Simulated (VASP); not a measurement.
# Si2W in VASP: single point with LDA

Aim: the single point of Si2W with LDA.

Everything below comes from runs of VASP 6.6.1. Logs are shortened: lines on timing, memory, paths and dates and some standing lists are left out, and cuts for length are marked.

**1. The cell of the first run**

The typed cell holds 6 atoms: a = 6.616 Å, b = 7.640 Å, c = 4.453 Å, α = 149.07°, β = 111.81°, γ = 90.00°.

**2. Single point, LDA**

Contents of INCAR:

```
ALGO = Normal
EDIFF = 1E-6
ENCUT = 520
ISIF = 2
ISMEAR = 0
LASPH = T
LCHARG = T
LELF = T
LREAL = F
LVHAR = T
LWAVE = F
NBANDS = 31
NELM = 60
PREC = Accurate
SIGMA = 0.1
```

Contents of KPOINTS:

```
k-points
0
Gamma
  5 5 22
```

Contents of POSCAR:

```
Si2W
1.0
    6.6160010899      0.0000000012     -0.0003119340
    0.0000000014      7.6395000288      0.0000605605
   -1.6540744440     -3.8197375440      1.5817422739
Si W
4 2
Direct
   -0.0000128862      0.3348083589     -0.0000105907
    0.4999871138      0.3348083589     -0.0000105907
    0.0000128862      0.6651916411      0.0000105907
    0.5000128862      0.6651916411      0.0000105907
    0.0000000000      0.0000000000      0.0000000000
    0.5000000000      0.0000000000      0.0000000000
```

Potentials or basis: VASP PAW LDA potentials, release 64 (Si, W_sv).

The run is started by

```
cat potpaw_LDA.64/Si/POTCAR potpaw_LDA.64/W_sv/POTCAR > POTCAR
mpirun -np 1 vasp_std > vasp.out
```

OUTCAR:

```text
EDIFF = 1E-6
   ENCUT = 520
   ISIF = 2
   ISMEAR = 0
   LASPH = T
   LREAL = F
   NELM = 60
   PREC = Accurate

 ion  position               nearest neighbor table
   1  1.000  0.335  1.000-   3 2.52   5 2.56   6 2.61   6 2.61   5 2.61   5 2.61   4 2.63   4 2.63
                             3 2.63   3 2.63
   2  0.500  0.335  1.000-   4 2.52   6 2.56   5 2.61   5 2.61   6 2.61   6 2.61   3 2.63   3 2.63
                             4 2.63   4 2.63
   3  0.000  0.665  0.000-   1 2.52   5 2.56   6 2.61   6 2.61   5 2.61   5 2.61   2 2.63   2 2.63
                             1 2.63   1 2.63
   4  0.500  0.665  0.000-   2 2.52   6 2.56   5 2.61   5 2.61   6 2.61   6 2.61   1 2.63   1 2.63
                             2 2.63   2 2.63
   5  0.000  0.000  0.000-   1 2.56   3 2.56   2 2.61   4 2.61   4 2.61   2 2.61   1 2.61   3 2.61
                             3 2.61   1 2.61   6 3.31   6 3.31
   6  0.500  0.000  0.000-   2 2.56   4 2.56   1 2.61   3 2.61   3 2.61   1 2.61   2 2.61   4 2.61
                             2 2.61   4 2.61   5 3.31   5 3.31

  LATTYP: Found a base centered monoclinic cell.
 ALAT       =     4.5773209095
 B/A-ratio  =     1.6689893892
 C/A-ratio  =     1.4453872097
 COS(beta)  =    -0.7227585971

  Lattice vectors:

 A1 = (   1.6540744440,   3.8197375440,  -1.5817422739)
 A2 = (   1.6540744426,  -3.8197624848,  -1.5818028344)
 A3 = (  -6.6160010899,  -0.0000000012,   0.0003119340)

Analysis of symmetry for initial positions (statically):
=====================================================================
 Subroutine PRICEL returns following result:

  LATTYP: Found a base centered monoclinic cell.
 ALAT       =    10.4157061670
 B/A-ratio  =     0.7334596336
 C/A-ratio  =     0.3175973377
 COS(beta)  =    -0.9527634513

  Lattice vectors:

 A1 = (  -4.9619266473,  -3.8197624860,  -1.5814909004)
 A2 = (  -4.9619266459,   3.8197375428,  -1.5814303399)
 A3 = (   3.3080005450,   0.0000000006,  -0.0001559670)

   2 primitive cells build up your supercell.

 Routine SETGRP: Setting up the symmetry group for a
 base centered monoclinic supercell.

 Subroutine GETGRP returns: Found  2 space group operations
 (whereof  2 operations were pure point group operations)
 out of a pool of  4 trial point group operations.

The static configuration has the point symmetry S_2 .

Analysis of symmetry for dynamics (positions and initial velocities):
=====================================================================
 Subroutine PRICEL returns following result:

  LATTYP: Found a base centered monoclinic cell.
 ALAT       =    10.4157061670
 B/A-ratio  =     0.7334596336
[... 141 lines left out ...]
   NELM   =     60;   NELMIN=  2; NELMDL= -5     # of ELM steps
   EDIFF  = 0.1E-05   stopping-criterion for ELM
   LREAL  =      F    real-space projection
   EDIFFG = 0.1E-04   stopping-criterion for IOM
   NSW    =      0    number of steps for IOM
   IBRION =     -1    ionic relax: 0-MD 1-quasi-New 2-CG
   NFREE  =      0    steps in history (QN), initial steepest desc. (CG)
   ISIF   =      2    stress and relaxation
   ISYM   =      2    0-nonsym 1-usesym 2-fastsym
   POTIM  = 0.5000    time-step for ionic-motion
   TEBEG  =    0.0;   TEEND  =   0.0 temperature during run
   PSTRESS=    0.0 pullay stress
   NELECT =      44.0000    total number of electrons
   NUPDOWN=      -1.0000    fix difference up-down
   EMIN   =  10.00;   EMAX   =-10.00  energy-range for DOS
   EFERMI =   0.00;   METHOD = LEGACY
   ISMEAR =     0;   SIGMA  =   0.10  broadening in eV -4-tet -1-fermi 0-gaus
   EFERMI_NEDOS =   21; number of points for ismear=-14 and -15
   IALGO  =     38    algorithm
   IMIX   =      4    mixing-type and parameters
     AMIX     =   0.40;   BMIX     =  1.00
     AMIX_MAG =   1.60;   BMIX_MAG =  1.00
  volume/ion in A,a.u.               =      13.32        89.91
  Fermi-wavevector in a.u.,A,eV,Ry     =   1.341626  2.535305 24.489934  1.799959
  Thomas-Fermi vector in A             =   2.469844
   LORBIT       =      0    0 simple, 1 ext, 2 COOP (PROOUT), +10 PAW based schemes
   GGA     = CA    functional components
   LHFCALC =     F    Hartree Fock is set to
   AEXX    =    0.0000 exact exchange contribution
   IVDW    =     0    specifies the selected vdW correction
   LEPSILON=     F    determine dielectric tensor
   LRPA    =     F    only Hartree local field effects (RPA)
 non-spin polarized calculation
 Gauss-broadening in eV      SIGMA  =   0.10
  energy-cutoff  :      520.00
  volume of cell :       79.94
 maximum number of plane-waves:      2176
 NGX is ok and might be reduce to    50
   NGX = 25   NGY = 29   NGZ = 17

 number of electron      43.9999998 magnetization

 Free energy of the ion-electron system (eV)
  ---------------------------------------------------
  ext. energy  EPLUGINS =         0.00000000
  ---------------------------------------------------
  free energy    TOTEN  =       -54.55724709 eV

  energy without entropy =      -54.55386312  energy(sigma->0) =      -54.55555510

 E-fermi :  11.9614     XC(G=0): -12.6971

 val. band max:       11.9578875539   @ k =  -0.2000   0.0000   0.4545
 cond. band min:      11.9682582358   @ k =   0.4000   0.0000   0.4091
 fundamental gap:      0.0103706819
 Fermi energy:        11.9614425678

 k-point     1 :       0.0000    0.0000    0.0000
  band No.  band energies     occupation
      1     -61.3400      2.00000
      2     -61.3251      2.00000
      3     -26.0583      2.00000
      4     -26.0368      2.00000
      5     -25.9240      2.00000
      6     -25.8568      2.00000
[... 805 lines left out ...]
     30      16.4848      0.00000
     31      17.1773      0.00000

 [... further k-points ...]
[... 5 lines left out ...]
  --------------------------------------------------------------------------------------
  -------------------------------------------------------------------------------------
  Total       -6.3685652      3.9056193      0.3657102      0.0055087      0.0002390     -0.0014695
  in kB     -127.6347866     78.2739704      7.3293345      0.1104016      0.0047903     -0.0294517
  external PRESSURE =     -14.0104939 kB  Pullay stress =       0.0000000 kB

 VOLUME and BASIS-vectors are now :
 -----------------------------------------------------------------------------
  energy-cutoff  :      520.00
  volume of cell :       79.94
      direct lattice vectors                 reciprocal lattice vectors
     6.616001090  0.000000001 -0.000311934     0.151156158 -0.000001253  0.158065417
     0.000000001  7.639500029  0.000060560     0.000014904  0.130896113  0.316115626
    -1.654074444 -3.819737544  1.581742274     0.000029809 -0.000005012  0.632233315

 POSITION                                       TOTAL-FORCE (eV/Angst)
 -----------------------------------------------------------------------------------
      4.96186     -1.26193      1.58143        -0.000471     -0.001085     -0.000163
      1.65386     -1.26193      1.58159        -0.000471     -0.001085     -0.000163
      0.00007      5.08169      0.00006         0.000471      0.001085      0.000163
      3.30807      5.08169     -0.00010         0.000471      0.001085      0.000163
      0.00000      0.00000      0.00000        -0.000000      0.000000     -0.000000
      3.30800      0.00000     -0.00016         0.000000     -0.000000     -0.000000
 -----------------------------------------------------------------------------------
    total drift:                                0.000000      0.000000     -0.000000

  FREE ENERGIE OF THE ION-ELECTRON SYSTEM (eV)
  ---------------------------------------------------
  free  energy   TOTEN  =       -54.5572470880 eV

  energy  without entropy=      -54.5538631169  energy(sigma->0) =      -54.55555510
```

Wall time 36 min (1 thread of Oxide Virtual Turin-like, shared host); peak memory 0.61 GiB.

What came out:

* Free energy: -54.5572 eV
* Pressure: -1.4 GPa
* Band gap on the k mesh: zero (band 22 reaches 12.48 eV, above the bottom of band 23 at 11.66 eV)

Stress tensor (GPa, compression positive):
```
-12.76   0.01   0.00
  0.01   7.83   0.00
  0.00   0.00   0.73
```

Caveat: the k points lie up to 0.43 Å⁻¹ apart; spin-orbit coupling is left out, which moves the levels of the heavy elements.
